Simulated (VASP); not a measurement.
## Ga: single point with PBE

Ga:

```
CELL_PARAMETERS angstrom
2.99769 0.00000 0.00000
-1.49884 2.59607 0.00000
0.00000 0.00000 4.89818
ATOMIC_POSITIONS crystal
Ga 0.33333 0.66667 0.75000
Ga 0.66667 0.33333 0.25000
```

```
Program                : VASP 6.6.1
Task                   : single point
Functional             : PBE
Potentials or basis    : VASP PAW PBE potentials, release 64 (Ga_d)
Cutoff                 : 500 eV
k mesh                 : 8 × 8 × 4
Occupations            : gaussian, width 0.05 eV
Spin                   : no spin polarisation
Dipole correction      : no
Further INCAR settings : ALGO = Normal; EDIFF = 1e-06; NBANDS = 20
```

```json
{
 "Pressure": "-0.1 GPa",
 "Band gap on the k mesh": "zero (band 13 reaches 9.79 eV, above the bottom of band 14 at 2.38 eV)"
}
```

Stress tensor (GPa, compression positive):
```
-0.12  0.00  0.00
 0.00 -0.12  0.00
 0.00  0.00  0.02
```

Levels at points of the mesh, in eV from the Fermi level:
```csv
k point,band 11,band 12,band 13,band 14,band 15,band 16
"(0.00, 0.00, 0.00)",-11.11,-5.09,-4.07,9.47,9.47,11.41
"(0.50, 0.00, 0.00)",-5.73,-4.94,0.22,0.47,0.90,2.99
"(0.00, 0.00, 0.50)",-9.50,-9.50,3.41,3.41,10.63,10.63
"(0.50, 0.00, 0.50)",-4.21,-4.21,-3.23,-3.23,6.43,6.43
```

Wall time 12 s on 1 thread of Intel(R) Xeon(R) Platinum 8259CL CPU @ 2.50GHz (Skylake/Cascade Lake), on a shared host, peak memory 0.15 GiB.
